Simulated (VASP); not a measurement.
# K7NaCl8 (P1) in VASP: a series of runs, part 2 of 2

VASP 6.6.1.

### 3 Single point, PBEsol

File INCAR:

```
SYSTEM = K7NaCl8
  PREC = Accurate
  ENCUT = 520
  EDIFF = 1E-7
  ISMEAR = 0
  SIGMA = 0.01
  LREAL = Auto
  LASPH = .TRUE.
  NELM = 80
  ALGO = Normal
  ISIF = 2
  LWAVE = .FALSE.
  LCHARG = .FALSE.
  GGA = PS
  NBANDS = 77
```

File KPOINTS:

```
Automatic mesh
0
Gamma
  2 2 2
  0.5 0.5 0.5
```

File POSCAR:

```
K7NaCl8
1.0
   12.3327960000      0.0000000000      0.0000000000
    0.0000000000      6.1663980000      0.0000000000
    0.0000000000      0.0000000000      6.1663980000
Cl K Na
8 7 1
Direct
    0.2519150000      0.9992250000      0.0028830000
    0.7503480000      0.9940200000      0.9980770000
    0.0010190000      0.5035230000      0.0007020000
    0.4993670000      0.5021840000      0.9973670000
    0.0006730000      0.9978560000      0.5019150000
    0.5011680000      0.9979890000      0.4975720000
    0.2505500000      0.4996500000      0.4993520000
    0.7519870000      0.5024190000      0.5014780000
    0.0020440000      0.9980390000      0.9975110000
    0.2507840000      0.4986920000      0.0050270000
    0.7480670000      0.4975140000      0.9962680000
    0.2488140000      0.9976970000      0.4981220000
    0.7486180000      0.0013480000      0.4992250000
    0.0009490000      0.5020580000      0.4982180000
    0.4994900000      0.5074950000      0.4951160000
    0.4978180000      0.9945550000      0.9984960000
```

Potentials or basis: VASP PAW PBE potentials, release 64 (Cl, K_sv, Na_pv).

Launch:

```console
cat potpaw_PBE.64/Cl/POTCAR potpaw_PBE.64/K_sv/POTCAR potpaw_PBE.64/Na_pv/POTCAR > POTCAR
mpirun -np 1 vasp_std > vasp.out
```

OUTCAR:

```text
SYSTEM = K7NaCl8
   PREC = Accurate
   ENCUT = 520
   EDIFF = 1E-7
   ISMEAR = 0
   LREAL = Auto
   LASPH = .TRUE.
   NELM = 80
   ISIF = 2
   GGA = PS

 ion  position               nearest neighbor table
   1  0.252  0.999  0.003-  12 3.05  10 3.08   9 3.08  10 3.09  12 3.11
   2  0.750  0.994  0.998-  11 3.06  13 3.08  13 3.09   9 3.10  11 3.10
   3  0.001  0.504  0.001-   9 3.05  14 3.07  10 3.08  14 3.10   9 3.12  11 3.12
   4  0.499  0.502  0.997-  10 3.07  11 3.07  15 3.07  15 3.10
   5  0.001  0.998  0.502-   9 3.06  14 3.06  12 3.06  13 3.11  14 3.11   9 3.11
   6  0.501  0.998  0.498-  15 3.02  13 3.05  12 3.11  15 3.14
   7  0.251  0.500  0.499-  10 3.05  15 3.07  12 3.07  14 3.08  12 3.10  10 3.12
   8  0.752  0.502  0.501-  11 3.05  14 3.07  13 3.08  13 3.09  15 3.11  11 3.12
   9  0.002  0.998  0.998-   3 3.05   5 3.06   1 3.08   2 3.10   5 3.11   3 3.12
  10  0.251  0.499  0.005-   7 3.05   4 3.07   1 3.08   3 3.08   1 3.09   7 3.12
  11  0.748  0.498  0.996-   8 3.05   2 3.06   4 3.07   2 3.10   8 3.12   3 3.12
  12  0.249  0.998  0.498-   1 3.05   5 3.06   7 3.07   7 3.10   6 3.11   1 3.11
  13  0.749  0.001  0.499-   6 3.05   2 3.08   8 3.08   8 3.09   2 3.09   5 3.11
  14  0.001  0.502  0.498-   5 3.06   3 3.07   8 3.07   7 3.08   3 3.10   5 3.11
  15  0.499  0.507  0.495-   6 3.02   4 3.07   7 3.07   4 3.10   8 3.11   6 3.14
[... 207 lines left out ...]
      5     -28.5526      2.00000
      6     -28.5491      2.00000
[... 301 lines left out ...]
     74       6.4701      0.00000
     75       6.5079      0.00000
 [bands above 75 left out]

------------------------ aborting loop because EDIFF is reached ----------------------------------------

  FORCE on cell =-STRESS in cart. coord.  units (eV):
  Direction    XX          YY          ZZ          XY          YZ          ZX
  --------------------------------------------------------------------------------------
  -------------------------------------------------------------------------------------
  Total        0.6487783      0.4265471      0.3975652      0.0101030     -0.0009149      0.0005076
  in kB        2.2165741      1.4573132      1.3582956      0.0345174     -0.0031257      0.0017344
  external PRESSURE =       1.6773943 kB  Pullay stress =       0.0000000 kB

 VOLUME and BASIS-vectors are now :
 -----------------------------------------------------------------------------
  energy-cutoff  :      520.00
  volume of cell :      468.95
      direct lattice vectors                 reciprocal lattice vectors
    12.332796000  0.000000000  0.000000000     0.081084614  0.000000000  0.000000000
     0.000000000  6.166398000  0.000000000     0.000000000  0.162169227  0.000000000
     0.000000000  0.000000000  6.166398000     0.000000000  0.000000000  0.162169227

 POSITION                                       TOTAL-FORCE (eV/Angst)
 -----------------------------------------------------------------------------------
      3.10682      6.16162      0.01778         0.255822     -0.006369     -0.051932
      9.25389      6.12952      6.15454        -0.249551      0.056679      0.015481
      0.01257      3.10492      0.00433        -0.012231     -0.068518     -0.022714
      6.15859      3.09667      6.15016        -0.001965      0.004703     -0.014136
      0.00830      6.15318      3.09501        -0.017033      0.051474     -0.047883
      6.18080      6.15400      3.06823        -0.065125      0.093827     -0.002292
[... 8 lines left out ...]
      6.16011      3.12942      3.05308         0.043720     -0.119413      0.037656
      6.13949      6.13282      6.15712         0.017628      0.004042     -0.001793
 -----------------------------------------------------------------------------------
    total drift:                                0.001998      0.005129      0.006753

  FREE ENERGIE OF THE ION-ELECTRON SYSTEM (eV)
  ---------------------------------------------------
  free  energy   TOTEN  =       -55.9425299701 eV

  energy  without entropy=      -55.9425299701  energy(sigma->0) =      -55.94252997
```

stdout:

```text
POSCAR found type information on POSCAR ClK Na
 POSCAR found :  3 types and      16 ions
 scaLAPACK will be used
 -----------------------------------------------------------------------------
|                                                                             |
|                                                                             |
|     You enforced a specific xc type in the INCAR file but a different       |
|     I HOPE YOU KNOW WHAT YOU ARE DOING!                                     |
|                                                                             |
 -----------------------------------------------------------------------------

 LDA part: xc-table for (Slater+PW92), standard interpolation
 POSCAR, INCAR and KPOINTS ok, starting setup
 FFT: planning ... GRIDC
 FFT: planning ... GRID_SOFT
 FFT: planning ... GRID
 WAVECAR not read
 entering main loop
```

It took 3.1 min on 1 thread of Intel Xeon Platinum 8488C (Sapphire Rapids), shared host; peak memory 0.51 GiB.

What came out:

- Free energy: -55.9425 eV
- Pressure: 0.2 GPa
- Largest force: 0.261 eV/Å
- Band gap on the k mesh: 6.05 eV

Forces on the atoms (eV/Å):
```
Cl   0.256 -0.006 -0.052
Cl  -0.250  0.057  0.015
Cl  -0.012 -0.069 -0.023
Cl  -0.002  0.005 -0.014
Cl  -0.017  0.051 -0.048
Cl  -0.065  0.094 -0.002
Cl  -0.011 -0.017  0.052
Cl  -0.048 -0.028 -0.057
K   -0.053  0.052  0.045
K   -0.002  0.002 -0.079
K    0.048 -0.017  0.054
K    0.068  0.032  0.057
K    0.044  0.002 -0.013
K   -0.018 -0.044  0.028
K    0.044 -0.119  0.038
Na   0.018  0.004 -0.002
```

Caveat: the PAW data sets were made with another functional, which shifts forces and pressure a little; a shifted mesh leaves out Γ, where band edges can lie.
